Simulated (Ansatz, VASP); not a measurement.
One calculation of Al2O5, two programs

```
Al O
1.0
     5.89419   -1.52507    0.00073
     5.89419    1.52507    0.00073
    -0.10507    0.00000    3.74032
Al O
2 5
Direct
  0.13590 0.13590 0.15516
  0.86410 0.86410 0.84484
  0.00000 0.00000 0.00000
  0.63567 0.63567 0.46062
  0.36433 0.36433 0.53938
  0.30872 0.30872 0.18142
  0.69128 0.69128 0.81858
```

Change from the starting cell: species swapped into the V2O5 type (C2/m, No. 12).

Alike in both runs: functional PBE; k mesh 10 × 10 × 8; occupations gaussian, width 0.02 eV; no spin polarisation.

Ansatz relaxed the structure, and its values are those at the end. VASP's run is a single point on that final structure, the one shown.

|  | VASP | Ansatz |
| --- | --- | --- |
| version | VASP 6.6.1 | Ansatz 0.2.0 |
| potentials or method | VASP PAW PBE potentials, release 64 (Al, O), cutoff 520 eV | scalar-relativistic, plane waves, PAW |
| valence electrons in the cell | 36 | 36 |

```tsv
	VASP	Ansatz	Ansatz less VASP
gap on the k mesh at the Fermi level (eV)	1.40	1.44	+0.045
least direct gap on the mesh (eV)	1.40	1.44	+0.045
pressure (GPa)	0.2	0.0	-0.16
rms of the force components (eV/Å)	0.071	0.001	-0.0695
```
